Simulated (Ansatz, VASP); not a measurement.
One calculation of MgO, two programs

Contents of INCAR:

```
PREC = Accurate
ENCUT = 600
EDIFF = 1E-6
ISMEAR = 0
SIGMA = 0.01
LREAL = False
LASPH = True
NELM = 120
ALGO = Normal
ISIF = 2
LWAVE = False
LCHARG = False
GGA = PS
IVDW = 12
NBANDS = 11
GGA_COMPAT = False
```

File KPOINTS:

```
Automatic mesh
0
Gamma
  8 8 8
```

The input POSCAR:

```
MgO
1.0
    0.0000000000      2.1021680256      2.1021680256
    2.1021680256      0.0000000000      2.1021680256
    2.1021680256      2.1021680256      0.0000000000
Mg O
1 1
Direct
    0.0000000000      0.0000000000      0.0000000000
    0.5000000000      0.5000000000      0.5000000000
```

Input for Ansatz:

```yaml
crystal:
  lattice:
    - [0.0, 2.1021680256, 2.1021680256]
    - [2.1021680256, 0.0, 2.1021680256]
    - [2.1021680256, 2.1021680256, 0.0]
  atoms:
    - { symbol: Mg, position: [0.0, 0.0, 0.0] }
    - { symbol: O, position: [0.5, 0.5, 0.5] }
kpoints:
  mp_grid: { grid: [8, 8, 8] }
hamiltonian:
  xc: pbesol
  dispersion: d3bj
scf:
  occupations: { method: fixed }
  n_extra_bands: 4
output:
  forces: true
  stress: true
  eigenvalues: true
```

Alike in both runs: task single point; functional PBEsol; dispersion D3(BJ); k mesh 8 × 8 × 8; no spin polarisation.

|  | VASP | Ansatz |
| --- | --- | --- |
| version | VASP 6.6.1 | Ansatz 0.2.0 |
| potentials or method | VASP PAW PBE potentials, release 64 (Mg, O) | plane waves |
| plane-wave cutoff (eV) | 600 | 420 |
| occupations | gaussian, width 0.01 eV | fixed |
| valence electrons in the cell | 8 | 16 |

|  | VASP | Ansatz | Ansatz less VASP |
| --- | --- | --- | --- |
| gap on the k mesh at the Fermi level (eV) | 4.69 | 4.69 | -0.002 |
| pressure (GPa) | -4.0 | -3.3 | +0.71 |

VASP's potentials were made for PBE, not for PBEsol. VASP's potentials hold 8 valence electrons a cell and Ansatz's 16, so a difference there can come from the potentials and not from the codes.
